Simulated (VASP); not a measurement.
# Cd (Cmce) in VASP: single point with r2SCAN

Aim: the single point of Cd with r2SCAN.

Everything below comes from runs of VASP 6.6.1. Logs are shortened: lines on timing, memory, paths and dates and some standing lists are left out, and cuts for length are marked.

**1. The cell of the first run**

The typed cell holds 4 atoms: a = 6.095 Å, b = 6.095 Å, c = 4.693 Å, α = 90.00°, β = 90.00°, γ = 147.51°.

**2. Single point, r2SCAN**

Input file POSCAR:

```
Cd
1.0
    1.7049966767     -5.8514510098      0.0000000000
    1.7049966767      5.8514510098      0.0000000000
    0.0000000000      0.0000000000      4.6927680667
Cd
4
Direct
    0.1307064006      0.8692935994      1.0001009161
    0.6307064006      0.3692935994      0.4998990839
    0.8692935994      0.1307064006     -0.0001009161
    0.3692935994      0.6307064006      0.5001009161
```

Input file INCAR.step1:

```
SYSTEM = Cd
ALGO = Normal
EDIFF = 1E-4
ENCUT = 520
GGA = PE
ISMEAR = 0
LASPH = .True.
LCHARG = .False.
LREAL = .False.
LWAVE = .True.
NBANDS = 32
NELM = 60
PREC = Accurate
SIGMA = 0.1
```

Input file INCAR.step2:

```
SYSTEM = Cd
ALGO = Normal
EDIFF = 1E-6
ENCUT = 520
ISIF = 2
ISMEAR = 0
ISTART = 1
LASPH = .True.
LCHARG = .False.
LMIXTAU = .True.
LREAL = .False.
LWAVE = .False.
METAGGA = R2SCAN
NBANDS = 32
NELM = 60
PREC = Accurate
SIGMA = 0.1
```

Input file KPOINTS:

```
k-points
0
Gamma
  6 6 4
  0 0 0
```

Potentials or basis: VASP PAW PBE potentials, release 64 (Cd).

The run is started by

```
> cat potpaw_PBE.64/Cd/POTCAR > POTCAR
> cp INCAR.step1 INCAR
> mpirun -np 1 vasp_std > vasp.out
> cp INCAR.step2 INCAR
> mpirun -np 1 vasp_std > vasp.out
```

OUTCAR:

```text
SYSTEM = Cd
   EDIFF = 1E-6
   ENCUT = 520
   ISIF = 2
   ISMEAR = 0
   ISTART = 1
   LASPH = .True.
   LREAL = .False.
   METAGGA = R2SCAN
   NELM = 60
   PREC = Accurate

 ion  position               nearest neighbor table
   1  0.131  0.869  0.000-   2 2.90   2 2.90   2 2.90   2 2.90   3 3.06   3 3.27   3 3.27   4 3.65
                             4 3.65
   2  0.631  0.369  0.500-   1 2.90   1 2.90   1 2.90   1 2.90   4 3.06   4 3.27   4 3.27   3 3.65
                             3 3.65
   3  0.869  0.131  1.000-   4 2.90   4 2.90   4 2.90   4 2.90   1 3.06   1 3.27   1 3.27   2 3.65
                             2 3.65
   4  0.369  0.631  0.500-   3 2.90   3 2.90   3 2.90   3 2.90   2 3.06   2 3.27   2 3.27   1 3.65
                             1 3.65

  LATTYP: Found a base centered orthorhombic cell.
 ALAT       =     3.4099933534
 B/A-ratio  =     3.4319427655
 C/A-ratio  =     1.3761810011

  Lattice vectors:

 A1 = (   1.7049966767,  -5.8514510098,   0.0000000000)
 A2 = (   1.7049966767,   5.8514510098,   0.0000000000)
 A3 = (   0.0000000000,   0.0000000000,   4.6927680667)

Analysis of symmetry for initial positions (statically):
=====================================================================
 Subroutine PRICEL returns:
 Original cell was already a primitive cell.

 Routine SETGRP: Setting up the symmetry group for a
 base centered orthorhombic supercell.

 Subroutine GETGRP returns: Found  8 space group operations
 (whereof  4 operations were pure point group operations)
 out of a pool of  8 trial point group operations.

The static configuration has the point symmetry C_2h.
 The point group associated with its full space group is D_2h.

Analysis of symmetry for dynamics (positions and initial velocities):
=====================================================================
 Subroutine PRICEL returns:
 Original cell was already a primitive cell.

 Routine SETGRP: Setting up the symmetry group for a
 base centered orthorhombic supercell.

 Subroutine GETGRP returns: Found  8 space group operations
 (whereof  4 operations were pure point group operations)
 out of a pool of  8 trial point group operations.

The dynamic configuration has the point symmetry C_2h.
 The point group associated with its full space group is D_2h.

 Subroutine INISYM returns: Found  8 space group operations
 (whereof  4 operations are pure point group operations),
 and found     1 'primitive' translations

----------------------------------------------------------------------------------------

                                     Primitive cell

  volume of cell :      93.6367

  direct lattice vectors                    reciprocal lattice vectors
     1.704996677 -5.851451010  0.000000000     0.293255704 -0.085448891  0.000000000
     1.704996677  5.851451010  0.000000000     0.293255704  0.085448891  0.000000000
     0.000000000  0.000000000  4.692768067     0.000000000  0.000000000  0.213093847

  length of vectors
     6.094792251  6.094792251  4.692768067     0.305451176  0.305451176  0.213093847

  position of ions in fractional coordinates (direct lattice)
     0.130706401  0.869293599  0.000100916
     0.630706401  0.369293599  0.499899084
     0.869293599  0.130706401  0.999899084
     0.369293599  0.630706401  0.500100916

  ion indices of the primitive-cell ions
   primitive index   ion index
                 1           1
                 2           2
                 3           3
                 4           4

----------------------------------------------------------------------------------------

 KPOINTS: k-points

Automatic generation of k-mesh.
 Grid dimensions read from file:
 generate k-points for:    6    6    4

 Generating k-lattice:

  Cartesian coordinates                     Fractional coordinates (reciprocal lattice)
     0.048875951 -0.014241482  0.000000000     0.166666667  0.000000000  0.000000000
     0.048875951  0.014241482  0.000000000     0.000000000  0.166666667  0.000000000
     0.000000000  0.000000000  0.053273462     0.000000000  0.000000000  0.250000000

  Length of vectors
     0.050908529  0.050908529  0.053273462

  Shift w.r.t. Gamma in fractional coordinates (k-lattice)
     0.000000000  0.000000000  0.000000000

 Subroutine IBZKPT returns following result:
 ===========================================

 Found     39 irreducible k-points:

 Following reciprocal coordinates:
            Coordinates               Weight
  0.000000  0.000000  0.000000      1.000000
  0.166667 -0.000000  0.000000      4.000000
  0.333333  0.000000  0.000000      4.000000
  0.500000 -0.000000  0.000000      2.000000
  0.166667  0.166667  0.000000      2.000000
  0.333333  0.166667  0.000000      4.000000
[... 16 lines left out ...]
  0.333333  0.333333  0.250000      4.000000
  0.500000  0.333333  0.250000      8.000000
 [... further k-points ...]
   k-points           NKPTS =     39   k-points in BZ     NKDIM =     39   number of bands    NBANDS=     32
   number of dos      NEDOS =    301   number of ions     NIONS =      4
   total plane-waves  NPLWV =  82944
   dimension x,y,z NGX =    48 NGY =   48 NGZ =   36
   dimension x,y,z NGXF=    96 NGYF=   96 NGZF=   72
   ions per type =               4
   NGX,Y,Z   is equivalent  to a cutoff of  13.09, 13.09, 12.75 a.u.
   NGXF,Y,Z  is equivalent  to a cutoff of  26.19, 26.19, 25.51 a.u.
 SYSTEM =  Cd
   PREC   = accura    normal or accurate (medium, high low for compatibility)
   ISTART =      1    job   : 0-new  1-cont  2-samecut
   ICHARG =      0    charge: 1-file 2-atom 10-const
   ISPIN  =      1    spin polarized calculation?
   LNONCOLLINEAR =      F non collinear calculations
   LSORBIT =      F    spin-orbit coupling
   LASPH  =      T    aspherical Exc in radial PAW
   ENCUT  =  520.0 eV  38.22 Ry    6.18 a.u.  11.33 11.33  8.73*2*pi/ulx,y,z
   NELM   =     60;   NELMIN=  2; NELMDL=  0     # of ELM steps
   EDIFF  = 0.1E-05   stopping-criterion for ELM
   LREAL  =      F    real-space projection
   EDIFFG = 0.1E-04   stopping-criterion for IOM
   NSW    =      0    number of steps for IOM
   IBRION =     -1    ionic relax: 0-MD 1-quasi-New 2-CG
   NFREE  =      0    steps in history (QN), initial steepest desc. (CG)
   ISIF   =      2    stress and relaxation
   ISYM   =      2    0-nonsym 1-usesym 2-fastsym
   POTIM  = 0.5000    time-step for ionic-motion
   TEBEG  =    0.0;   TEEND  =   0.0 temperature during run
   PSTRESS=    0.0 pullay stress
   NELECT =      48.0000    total number of electrons
   NUPDOWN=      -1.0000    fix difference up-down
   EMIN   =  10.00;   EMAX   =-10.00  energy-range for DOS
   EFERMI =   0.00;   METHOD = LEGACY
   ISMEAR =     0;   SIGMA  =   0.10  broadening in eV -4-tet -1-fermi 0-gaus
   EFERMI_NEDOS =   21; number of points for ismear=-14 and -15
   IALGO  =     38    algorithm
   IMIX   =      4    mixing-type and parameters
     AMIX     =   0.40;   BMIX     =  1.00
     AMIX_MAG =   1.60;   BMIX_MAG =  1.00
  volume/ion in A,a.u.               =      23.41       157.97
  Fermi-wavevector in a.u.,A,eV,Ry     =   1.310207  2.475932 23.356330  1.716642
  Thomas-Fermi vector in A             =   2.440753
   LORBIT       =      0    0 simple, 1 ext, 2 COOP (PROOUT), +10 PAW based schemes
   METAGGA = R2SCAN    functional components
   LHFCALC =     F    Hartree Fock is set to
   AEXX    =    0.0000 exact exchange contribution
   IVDW    =     0    specifies the selected vdW correction
   LEPSILON=     F    determine dielectric tensor
   LRPA    =     F    only Hartree local field effects (RPA)
 non-spin polarized calculation
 Gauss-broadening in eV      SIGMA  =   0.10
  energy-cutoff  :      520.00
  volume of cell :       93.64
 maximum number of plane-waves:      2543
 NGX is ok and might be reduce to    48
   NGX = 23   NGY = 23   NGZ = 17

 number of electron      48.0000005 magnetization

 Free energy of the ion-electron system (eV)
  ---------------------------------------------------
  ext. energy  EPLUGINS =         0.00000000
  ---------------------------------------------------
  free energy    TOTEN  =       -80.04148598 eV

  energy without entropy =      -80.03789184  energy(sigma->0) =      -80.03968891

 E-fermi :   2.3125     XC(G=0): -11.2783

 val. band max:        2.3073920596   @ k =   0.5000   0.5000   0.0000
 cond. band min:       2.3252400163   @ k =   0.1667   0.1667   0.2500
 fundamental gap:      0.0178479567
 Fermi energy:         2.3125400361

 k-point     1 :       0.0000    0.0000    0.0000
  band No.  band energies     occupation
      1      -7.7751      2.00000
      2      -7.7612      2.00000
      3      -7.7544      2.00000
      4      -7.7364      2.00000
      5      -7.7235      2.00000
      6      -7.7130      2.00000
[... 24 lines left out ...]
     31      10.1971      0.00000
     32      11.8230      0.00000

 k-point     2 :       0.1667   -0.0000    0.0000
  band No.  band energies     occupation
      1      -7.7179      2.00000
      2      -7.6668      2.00000
      3      -7.6563      2.00000
      4      -7.6361      2.00000
      5      -7.6277      2.00000
      6      -7.6043      2.00000
[... 24 lines left out ...]
     31      10.5888      0.00000
     32      12.3569      0.00000

 k-point     3 :       0.3333    0.0000    0.0000
  band No.  band energies     occupation
      1      -7.5814      2.00000
      2      -7.5062      2.00000
      3      -7.4865      2.00000
      4      -7.4082      2.00000
      5      -7.3390      2.00000
      6      -7.2978      2.00000
[... 24 lines left out ...]
     31       9.5270      0.00000
     32       9.6191      0.00000

 k-point     4 :       0.5000   -0.0000    0.0000
  band No.  band energies     occupation
      1      -7.3590      2.00000
      2      -7.3590      2.00000
      3      -7.3016      2.00000
      4      -7.3016      2.00000
      5      -7.3002      2.00000
      6      -7.3002      2.00000
[... 24 lines left out ...]
     31       8.7664      0.00000
     32       8.7664      0.00000

 k-point     5 :       0.1667    0.1667    0.0000
  band No.  band energies     occupation
      1      -7.5653      2.00000
      2      -7.5260      2.00000
      3      -7.4637      2.00000
      4      -7.4393      2.00000
      5      -7.3570      2.00000
      6      -7.2819      2.00000
[... 584 lines left out ...]
     31      10.4100      0.00000
     32      10.4859      0.00000

 k-point    22 :      -0.1667    0.1667    0.2500
  band No.  band energies     occupation
      1      -7.6412      2.00000
      2      -7.6303      2.00000
      3      -7.5871      2.00000
      4      -7.5647      2.00000
      5      -7.5476      2.00000
      6      -7.4820      2.00000
[... 24 lines left out ...]
     31      11.4071      0.00000
     32      12.0198      0.00000

 k-point    23 :       0.3333    0.3333    0.2500
  band No.  band energies     occupation
      1      -7.8337      2.00000
      2      -7.7037      2.00000
      3      -7.5269      2.00000
      4      -7.4417      2.00000
      5      -7.4184      2.00000
      6      -7.4173      2.00000
[... 24 lines left out ...]
     31       9.1944      0.00000
     32       9.8829      0.00000

 k-point    24 :       0.5000    0.3333    0.2500
  band No.  band energies     occupation
      1      -7.7770      2.00000
      2      -7.6277      2.00000
      3      -7.5573      2.00000
      4      -7.4447      2.00000
      5      -7.4366      2.00000
      6      -7.4077      2.00000
[... 24 lines left out ...]
     31       9.1253      0.00000
     32      10.2197      0.00000

 [... further k-points ...]
[... 5 lines left out ...]
  --------------------------------------------------------------------------------------
  -------------------------------------------------------------------------------------
  Total        0.1336007      0.1009034      0.2547127      0.0000000     -0.0000000      0.0000000
  in kB        2.2859840      1.7265137      4.3582781      0.0000000     -0.0000000      0.0000000
  external PRESSURE =       2.7902586 kB  Pullay stress =       0.0000000 kB

 VOLUME and BASIS-vectors are now :
 -----------------------------------------------------------------------------
  energy-cutoff  :      520.00
  volume of cell :       93.64
      direct lattice vectors                 reciprocal lattice vectors
     1.704996677 -5.851451010  0.000000000     0.293255704 -0.085448891  0.000000000
     1.704996677  5.851451010  0.000000000     0.293255704  0.085448891  0.000000000
     0.000000000  0.000000000  4.692768067     0.000000000  0.000000000  0.213093847

 POSITION                                       TOTAL-FORCE (eV/Angst)
 -----------------------------------------------------------------------------------
      1.70500      4.32181      0.00047         0.000000      0.006978     -0.004216
      1.70500     -1.52964      2.34591         0.000000      0.006978      0.004216
      1.70500     -4.32181      4.69229         0.000000     -0.006978      0.004216
      1.70500      1.52964      2.34686         0.000000     -0.006978     -0.004216
 -----------------------------------------------------------------------------------
    total drift:                               -0.000000      0.000000      0.000000

  FREE ENERGIE OF THE ION-ELECTRON SYSTEM (eV)
  ---------------------------------------------------
  free  energy   TOTEN  =       -80.0414859763 eV

  energy  without entropy=      -80.0378918435  energy(sigma->0) =      -80.03968891
```

Run time: 12 min. Hardware: 1 thread of Intel Xeon Platinum 8259CL at 2.50GHz (Skylake/Cascade Lake), shared host; peak memory 0.34 GiB.

What came out:

```yaml
Free_energy: -80.0415 eV
Pressure: 0.3 GPa
Largest_force: 0.008 eV/Å
Band_gap_on_the_k_mesh: zero (bands 24 and 25 overlap by 3.18 eV)
```

Forces on the atoms (eV/Å):
```
Cd   0.000  0.007 -0.004
Cd   0.000  0.007  0.004
Cd   0.000 -0.007  0.004
Cd   0.000 -0.007 -0.004
```

Stress tensor (GPa, compression positive):
```
0.23 0.00 0.00
0.00 0.17 0.00
0.00 0.00 0.44
```

Caveat: the PAW data sets were made with another functional, which shifts forces and pressure a little.
